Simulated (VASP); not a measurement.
Set up this calculation in VASP 6.6.1, as the native input.

```
Task                   : single point
Functional             : PBEsol
Potentials or basis    : VASP PAW PBE potentials, release 64 (Ti_sv, Re)
Cutoff                 : 520 eV
k mesh                 : 13 × 13 × 13
Occupations            : fermi-dirac, width 0.05 eV
Spin                   : no spin polarisation
Dipole correction      : no
Further INCAR settings : ALGO = Normal; EDIFF = 1e-06; NBANDS = 16
```

The structure of TiRe lies in POSCAR:

```
TiRe
1.0
    3.1075718285      0.0000000000      0.0000000000
    0.0000000000      3.1075718285      0.0000000000
    0.0000000000      0.0000000000      3.1075718285
Ti Re
1 1
Direct
    0.5000000000      0.5000000000      0.5000000000
    0.0000000000      0.0000000000      0.0000000000
```

This cell differs from its parent crystal: volume scaled by 0.99.

The input as run:

INCAR

```
SYSTEM = TiRe
PREC = Accurate
ENCUT = 520
EDIFF = 1E-6
ISMEAR = -1
SIGMA = 0.05
LREAL = .FALSE.
LASPH = .TRUE.
NELM = 80
ALGO = Normal
ISIF = 2
LWAVE = .FALSE.
LCHARG = .TRUE.
GGA = PS
LELF = .TRUE.
LVHAR = .TRUE.
NBANDS = 16
```

KPOINTS

```
regular mesh
0
G
  13 13 13
  0 0 0
```

Potentials or basis: VASP PAW PBE potentials, release 64 (Ti_sv, Re).

Command:

```sh
$ cat potpaw_PBE.64/Ti_sv/POTCAR potpaw_PBE.64/Re/POTCAR > POTCAR
$ mpirun -np 1 vasp_std > vasp.out
```

Results of the run:

The pressure is -5.7 GPa.

Caveat: the PAW data sets were made with another functional, which shifts forces and pressure a little.

It took 29 s on 1 thread of Intel(R) Xeon(R) Platinum 8259CL CPU @ 2.50GHz (Skylake/Cascade Lake), with other jobs on the host, peak memory 0.17 GiB.
